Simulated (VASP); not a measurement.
**AlNi (CsCl type): density of states with PBE**

The system is AlNi (CsCl type).

```
CELL_PARAMETERS angstrom
2.89340 0.00000 0.00000
0.00000 2.89340 0.00000
0.00000 0.00000 2.89340
ATOMIC_POSITIONS crystal
Ni 0.00000 0.00000 0.00000
Al 0.50000 0.50000 0.50000
```

| Quantity | Value |
| --- | --- |
| Program | VASP 6.6.1 |
| Task | density of states |
| Functional | PBE |
| Potentials or basis | VASP PAW PBE potentials, release 64 (Ni, Al) |
| Cutoff | 520 eV |
| k mesh | 14 × 14 × 14 |
| Occupations | fermi-dirac, width 0.08 eV |
| Spin | no spin polarisation |
| Dipole correction | no |
| k mesh for the DOS | 21 × 21 × 21 |
| Occupations for the DOS | tetrahedron |
| Further INCAR settings | ALGO = Normal; EDIFF = 1e-06; NBANDS = 14 |

The valence electrons inside the program's atomic spheres are Ni 9.45; Al 0.79.

Levels at points of the mesh, in eV from the Fermi level:
```csv
k point,band 2,band 3,band 4,band 5,band 6,band 7,band 8,band 9,band 10,band 11
"(0.00, 0.00, 0.00)",-3.17,-3.17,-1.52,-1.52,-1.52,5.45,5.45,5.45,8.08,8.08
```

Wall time 56 s on 1 thread of Intel Xeon 6975P-C, on a shared host, peak memory 0.22 GiB.

 Spin polarisation is off, so any magnetic state and its effect on volume and gap are missing.
